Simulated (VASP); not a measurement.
A run of VASP 6.6.1 is set up as follows.

Contents of INCAR:

```
SYSTEM = Si3WN
PREC = Accurate
ENCUT = 600
EDIFF = 1E-7
ISMEAR = 0
SIGMA = 0.1
LREAL = .FALSE.
LASPH = .TRUE.
NELM = 60
ALGO = Normal
ISIF = 3
LWAVE = .FALSE.
LCHARG = .FALSE.
GGA = PE
IBRION = 2
NSW = 100
EDIFFG = -0.01
```

The input KPOINTS:

```
Automatic mesh
0
G
  10 10 10
  0 0 0
```

Contents of POSCAR:

```
Si3WN
1.0
    3.9466554471      0.0000000000      0.0000000000
    0.0000000000      3.9466554471      0.0000000000
    0.0000000000      0.0000000000      3.9466554471
Si W N
3 1 1
Direct
    0.0000000000      0.5000000000      0.5000000000
    0.5000000000      0.5000000000      0.0000000000
    0.5000000000      0.0000000000      0.5000000000
    0.0000000000      0.0000000000      0.0000000000
    0.5000000000      0.5000000000      0.5000000000
```

Potentials or basis: VASP PAW PBE potentials, release 64 (Si, W_sv, N).

The run is started by

```bash
$ cat potpaw_PBE.64/Si/POTCAR potpaw_PBE.64/W_sv/POTCAR potpaw_PBE.64/N/POTCAR > POTCAR
$ mpirun -np 1 vasp_std > vasp.out
```

Predict the relaxed cell.

a = 3.956 Å, b = 3.956 Å, c = 3.956 Å, α = 90.00°, β = 90.00°, γ = 90.00°.

Predict the relaxed volume.

12.38 Å³/atom.

Estimate the band gap on the k mesh.

zero (an odd number of electrons rules out a gap without spin polarisation).

Estimate the space group after relaxing (to 0.1 Å).

Pm-3m (No. 221).

Step by step:
```csv
step,energy change (eV),largest force (eV/Å),pressure (GPa),volume (Å³)
1,0.0000,0.0000,1.20,61.47
2,-0.0001,0.0000,-1.11,62.30
3,-0.0015,0.0000,0.00,61.89
```

Caveat: spin-orbit coupling is left out, which moves the levels of the heavy elements.
